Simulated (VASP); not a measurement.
Input of a VASP 6.6.1 run:

The input POSCAR:

```
In
1.0
    3.4013916276      0.0000000000      0.0000000000
    0.3525311873      3.3830735679      0.0000000000
    1.5244302201     -1.6915367840      2.2770999512
In
1
Direct
    0.0000000000      0.0000000000      0.0000000000
```

File INCAR.step1:

```
PREC     = Accurate       # precision mode
ENCUT    = 520            # plane-wave cutoff, eV
ISMEAR   = 0              # smearing method
SIGMA    = 0.1            # smearing width, eV
LREAL    = F              # projectors in reciprocal space
LASPH    = T              # aspherical terms in the spheres
NELM     = 60             # most SCF steps
NBANDS   = 12             # bands
ISYM     = 0            
GGA      = PE             # functional
ALGO     = Normal         # electronic algorithm
EDIFF    = 1E-4           # SCF threshold, eV
LWAVE    = T              # write WAVECAR
LCHARG   = F              # write CHGCAR
```

Contents of INCAR.step2:

```
PREC     = Accurate       # precision mode
ENCUT    = 520            # plane-wave cutoff, eV
EDIFF    = 1E-6           # SCF threshold, eV
ISMEAR   = 0              # smearing method
SIGMA    = 0.1            # smearing width, eV
LREAL    = F              # projectors in reciprocal space
LASPH    = T              # aspherical terms in the spheres
NELM     = 60             # most SCF steps
ALGO     = Normal         # electronic algorithm
ISIF     = 2              # what is computed and relaxed
LWAVE    = F              # write WAVECAR
LCHARG   = T              # write CHGCAR
METAGGA  = R2SCAN         # meta-GGA
LMIXTAU  = T            
LELF     = T              # ELF
LVHAR    = T            
NBANDS   = 12             # bands
ISYM     = 0            
ISTART   = 1
```

File KPOINTS:

```
regular mesh
0
Gamma
  10 10 15
```

Potentials or basis: VASP PAW PBE potentials, release 64 (In_d).

Command:

```bash
$ cat potpaw_PBE.64/In_d/POTCAR > POTCAR
$ cp INCAR.step1 INCAR
$ mpirun -np 1 vasp_std > vasp.out
$ cp INCAR.step2 INCAR
$ mpirun -np 1 vasp_std > vasp.out
```

Q: Estimate the band gap on the k mesh.

A: Zero (an odd number of electrons rules out a gap without spin polarisation).

Q: Predict the pressure.

A: 0.2 GPa.

Stress tensor (GPa, compression positive):
```
-0.25  0.33  0.18
 0.33 -0.32 -0.20
 0.18 -0.20  1.11
```

Caveat: the PAW data sets were made with another functional, which shifts forces and pressure a little; spin-orbit coupling is left out, which moves the levels of the heavy elements.
